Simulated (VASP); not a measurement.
# B3Pd (P6_3/mmc) in VASP: a series of runs, part 2 of 2

VASP 6.6.1.

**4. Single point, PBE**

This run uses another cell than the first one, of 8.83 Å³/atom, 0.909 times its volume.

File INCAR:

```
SYSTEM = B3Pd
PREC = Accurate ; ENCUT = 500
EDIFF = 1E-6 ; ISMEAR = 0
SIGMA = 0.2 ; LREAL = .False.
LASPH = .True. ; NELM = 120
ALGO = Normal ; ISIF = 2
LWAVE = .False. ; LCHARG = .True.
GGA = PE ; LELF = .True.
LVHAR = .True. ; NBANDS = 29
GGA_COMPAT = .False.
```

File KPOINTS:

```
regular mesh
0
Gamma
  4 4 4
  0 0 0
```

File POSCAR:

```
B3Pd
1.0
    4.9232049425      0.0000000000      0.0000000000
   -2.4616024713      4.2636205483      0.0000000000
    0.0000000000      0.0000000000      3.3670126225
B Pd
6 2
Direct
    0.8821797676      0.7643595352      0.2500000000
    0.1178202324      0.8821797676      0.7500000000
    0.7643595352      0.8821797676      0.7500000000
    0.2356404648      0.1178202324      0.2500000000
    0.8821797676      0.1178202324      0.2500000000
    0.1178202324      0.2356404648      0.7500000000
    0.3333333333      0.6666666667      0.2500000000
    0.6666666667      0.3333333333      0.7500000000
```

Potentials or basis: VASP PAW PBE potentials, release 64 (B, Pd).

Command:

```bash
$ cat potpaw_PBE.64/B/POTCAR potpaw_PBE.64/Pd/POTCAR > POTCAR
$ mpirun -np 1 vasp_std > vasp.out
```

OUTCAR:

```text
SYSTEM = B3Pd
   PREC = Accurate
   ENCUT = 500
   EDIFF = 1E-6
   ISMEAR = 0
   LREAL = .False.
   LASPH = .True.
   NELM = 120
   ISIF = 2
   GGA = PE

 ion  position               nearest neighbor table
   1  0.882  0.764  0.250-   4 1.74   5 1.74   2 1.96   2 1.96   3 1.96   3 1.96   8 2.49   8 2.49
                             7 2.50   7 2.50
   2  0.118  0.882  0.750-   3 1.74   6 1.74   1 1.96   1 1.96   4 1.96   4 1.96   7 2.49   7 2.49
                             8 2.50   8 2.50
   3  0.764  0.882  0.750-   2 1.74   6 1.74   1 1.96   1 1.96   5 1.96   5 1.96   7 2.49   7 2.49
                             8 2.50   8 2.50
   4  0.236  0.118  0.250-   5 1.74   1 1.74   6 1.96   6 1.96   2 1.96   2 1.96   8 2.49   8 2.49
                             7 2.50   7 2.50
   5  0.882  0.118  0.250-   4 1.74   1 1.74   6 1.96   6 1.96   3 1.96   3 1.96   8 2.49   8 2.49
                             7 2.50   7 2.50
   6  0.118  0.236  0.750-   3 1.74   2 1.74   5 1.96   5 1.96   4 1.96   4 1.96   7 2.49   7 2.49
                             8 2.50   8 2.50
   7  0.333  0.667  0.250-   2 2.49   2 2.49   3 2.49   3 2.49   6 2.49   6 2.49   1 2.50   4 2.50
                             5 2.50   5 2.50   1 2.50   4 2.50   8 3.30   8 3.30   8 3.30   8 3.30
   8  0.667  0.333  0.750-   5 2.49   5 2.49   4 2.49   4 2.49   1 2.49   1 2.49   6 2.50   3 2.50
                             2 2.50   2 2.50   6 2.50   3 2.50   7 3.30   7 3.30   7 3.30   7 3.30

  LATTYP: Found a hexagonal cell.
 ALAT       =     4.9232049425
 C/A-ratio  =     0.6839066547

  Lattice vectors:

 A1 = (   4.9232049425,   0.0000000000,   0.0000000000)
 A2 = (  -2.4616024713,   4.2636205483,   0.0000000000)
 A3 = (   0.0000000000,   0.0000000000,   3.3670126225)

Analysis of symmetry for initial positions (statically):
=====================================================================
 Subroutine PRICEL returns:
 Original cell was already a primitive cell.

 Routine SETGRP: Setting up the symmetry group for a
 hexagonal supercell.
[... 144 lines left out ...]
   LORBIT       =      0    0 simple, 1 ext, 2 COOP (PROOUT), +10 PAW based schemes
   GGA     = PE    functional components
   LHFCALC =     F    Hartree Fock is set to
   AEXX    =    0.0000 exact exchange contribution
   IVDW    =     0    specifies the selected vdW correction
   LEPSILON=     F    determine dielectric tensor
   LRPA    =     F    only Hartree local field effects (RPA)
 non-spin polarized calculation
 Gauss-broadening in eV      SIGMA  =   0.20
  energy-cutoff  :      500.00
  volume of cell :       70.68
 maximum number of plane-waves:      1808
 NGX is ok and might be reduce to    36
   NGX = 17   NGY = 17   NGZ = 13

 number of electron      37.9999992 magnetization

 Free energy of the ion-electron system (eV)
  ---------------------------------------------------
  ext. energy  EPLUGINS =         0.00000000
  ---------------------------------------------------
  free energy    TOTEN  =       -44.14045797 eV

  energy without entropy =      -44.02697451  energy(sigma->0) =      -44.08371624

 E-fermi :   9.5837     XC(G=0): -12.5719

 val. band max:        9.5555511276   @ k =   0.0000   0.0000   0.0000
 cond. band min:       9.6522490150   @ k =   0.2500   0.2500   0.2500
 fundamental gap:      0.0966978873
 Fermi energy:         9.5837270362

 k-point     1 :       0.0000    0.0000    0.0000
  band No.  band energies     occupation
      1      -7.2865      2.00000
      2      -0.6393      2.00000
      3      -0.6393      2.00000
      4       0.9241      2.00000
      5       1.5578      2.00000
      6       3.2586      2.00000
[... 373 lines left out ...]
     28      16.1415      0.00000
     29      17.6099      0.00000

------------------------ aborting loop because EDIFF is reached ----------------------------------------

  FORCE on cell =-STRESS in cart. coord.  units (eV):
  Direction    XX          YY          ZZ          XY          YZ          ZX
  --------------------------------------------------------------------------------------
  -------------------------------------------------------------------------------------
  Total        0.3523088      0.3523088      0.2371343     -0.0000000      0.0000000      0.0000000
  in kB        7.9866169      7.9866169      5.3756835     -0.0000000      0.0000000      0.0000000
  external PRESSURE =       7.1163057 kB  Pullay stress =       0.0000000 kB

 VOLUME and BASIS-vectors are now :
 -----------------------------------------------------------------------------
  energy-cutoff  :      500.00
  volume of cell :       70.68
      direct lattice vectors                 reciprocal lattice vectors
     4.923204942  0.000000000  0.000000000     0.203119718  0.117271224  0.000000000
    -2.461602471  4.263620548  0.000000000     0.000000000  0.234542448  0.000000000
     0.000000000  0.000000000  3.367012622     0.000000000  0.000000000  0.296999184

 POSITION                                       TOTAL-FORCE (eV/Angst)
 -----------------------------------------------------------------------------------
      2.46160      3.25894      0.84175         0.000000     -0.019774      0.000000
     -1.59152      3.76128      2.52526         0.017125     -0.009887      0.000000
      1.59152      3.76128      2.52526        -0.017125     -0.009887      0.000000
      0.87008      0.50234      0.84175         0.017125      0.009887      0.000000
      4.05313      0.50234      0.84175        -0.017125      0.009887      0.000000
     -0.00000      1.00468      2.52526        -0.000000      0.019774     -0.000000
     -0.00000      2.84241      0.84175         0.000000     -0.000000      0.000000
      2.46160      1.42121      2.52526         0.000000      0.000000      0.000000
 -----------------------------------------------------------------------------------
    total drift:                               -0.000000      0.000000     -0.000000

  FREE ENERGIE OF THE ION-ELECTRON SYSTEM (eV)
  ---------------------------------------------------
  free  energy   TOTEN  =       -44.1404579669 eV

  energy  without entropy=      -44.0269745104  energy(sigma->0) =      -44.08371624
```

Run time: 13 s. Hardware: 1 thread of Intel Xeon 6975P-C (Granite Rapids), shared host; peak memory 0.18 GiB.

Results:

* Free energy: -44.1405 eV
* Pressure: 0.7 GPa
* Largest force: 0.020 eV/Å
* Band gap on the k mesh: zero (band 19 reaches 10.79 eV, above the bottom of band 20 at 9.52 eV)

Forces in eV/Å, atoms in the order of the input:
```
B    0.000 -0.020  0.000
B    0.017 -0.010  0.000
B   -0.017 -0.010  0.000
B    0.017  0.010  0.000
B   -0.017  0.010  0.000
B    0.000  0.020  0.000
Pd   0.000  0.000  0.000
Pd   0.000  0.000  0.000
```

Stress tensor (GPa, compression positive):
```
0.80 0.00 0.00
0.00 0.80 0.00
0.00 0.00 0.54
```

Levels at points of the mesh, in eV from the Fermi level:
```
           k point  band 15  band 16  band 17  band 18  band 19  band 20  band 21  band 22  band 23  band 24
(0.00, 0.00, 0.00)    -3.99    -3.83    -2.17    -2.17    -0.03    -0.03     1.13     2.83     2.83     2.87
(0.50, 0.00, 0.00)    -3.11    -2.88    -1.33    -0.92    -0.77     0.19     0.44     1.81     1.90     2.18
(0.00, 0.00, 0.50)    -2.62    -2.62    -2.62    -2.62     1.21     1.21     1.21     1.21     3.39     3.39
(0.50, 0.00, 0.50)    -2.34    -2.34    -2.09    -2.09     0.99     0.99     1.00     1.00     3.91     3.91
```

Caveat: the k points lie up to 0.47 Å⁻¹ apart.

**5. Overview**

```csv
cell,k mesh,gap on the mesh (eV),pressure (GPa),largest force (eV/Å)
"a = 3.875, b = 3.875, c = 5.978 Å, angles 90.0, 90.0, 120.0°, 8 atoms",5 × 5 × 3,none,0.0,0.01
"a = 4.951, b = 4.951, c = 3.320 Å, angles 90.0, 90.0, 120.0°, 8 atoms",4 × 4 × 5,none,0.5,0.01
"a = 4.923, b = 4.923, c = 3.367 Å, angles 90.0, 90.0, 120.0°, 8 atoms",4 × 4 × 4,none,0.7,0.02
```

Alike in all rows: task single point; level PBE; potentials or basis VASP PAW PBE potentials, release 64 (B, Pd); no spin polarisation; cutoff (eV) 500; smearing gaussian 0.2 eV.

Caveats: all runs use coarse meshes.

Absolute energies hang on the potentials; compare differences alone.
